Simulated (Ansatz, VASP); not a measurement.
## CdSe: VASP beside Ansatz

File POSCAR:

```
CdSe
1.0
    0.0000000000      2.8739580000      2.8739580000
    2.8739580000      0.0000000000      2.8739580000
    2.8739580000      2.8739580000      0.0000000000
Cd Se
1 1
Direct
    0.0000000000      0.0000000000      0.0000000000
    0.5000000000      0.5000000000      0.5000000000
```

INCAR.step1

```
SYSTEM = CdSe
ALGO = Normal ; EDIFF = 1E-5
ENCUT = 400 ; GGA = PE
GGA_COMPAT = .False. ; ISIF = 2
ISMEAR = 1 ; LASPH = .True.
LCHARG = .False. ; LREAL = .False.
LWAVE = .True. ; NBANDS = 16
NELM = 120 ; PREC = Accurate
SIGMA = 0.0514
```

File INCAR.step2:

```
SYSTEM = CdSe
ALGO = Normal ; EDIFF = 1E-6
ENCUT = 400 ; GGA = PE
GGA_COMPAT = .False. ; HFSCREEN = 0.2079
ISIF = 2 ; ISMEAR = 1
ISTART = 1 ; LASPH = .True.
LCHARG = .False. ; LHFCALC = .True.
LREAL = .False. ; LWAVE = .False.
NBANDS = 16 ; NELM = 120
PREC = Accurate ; PRECFOCK = Normal
SIGMA = 0.0514
```

The input KPOINTS:

```
k-points
0
Gamma
  4 4 4
  0 0 0
```

Input for Ansatz:

```yaml
crystal:
  lattice:
    bravais: fcc
    a: 5.747916
  space_group: 225
  atoms:
    - { symbol: Cd, position: [0.0, 0.0, 0.0] }
    - { symbol: Se, position: [0.5, 0.0, 0.0] }
  reduce_to_primitive: true
kpoints:
  mp_grid:
    grid: [4, 4, 4]
hamiltonian:
  xc: hse06
scf:
  occupations:
    method: cold
output:
  eigenvalues: true
```

Alike in both runs: task single point; functional HSE06; k mesh 4 × 4 × 4; no spin polarisation.

|  | VASP | Ansatz |
| --- | --- | --- |
| version | VASP 6.6.1 | Ansatz 0.2.0 |
| potentials or method | VASP PAW PBE potentials, release 64 (Cd, Se) | plane waves, PAW |
| plane-wave cutoff (eV) | 400 | 420 |
| occupations | methfessel-paxton of order 1, width 0.0514 eV | cold |
| valence electrons in the cell | 18 | 36 |

|  | VASP | Ansatz | Ansatz less VASP |
| --- | --- | --- | --- |
| gap on the k mesh at the Fermi level (eV) | 0.39 | 0.39 | -0.004 |

VASP's potentials hold 18 valence electrons a cell and Ansatz's 36, so a difference there can come from the potentials and not from the codes.

The k mesh is coarse, so the values compare programs but aren't converged.
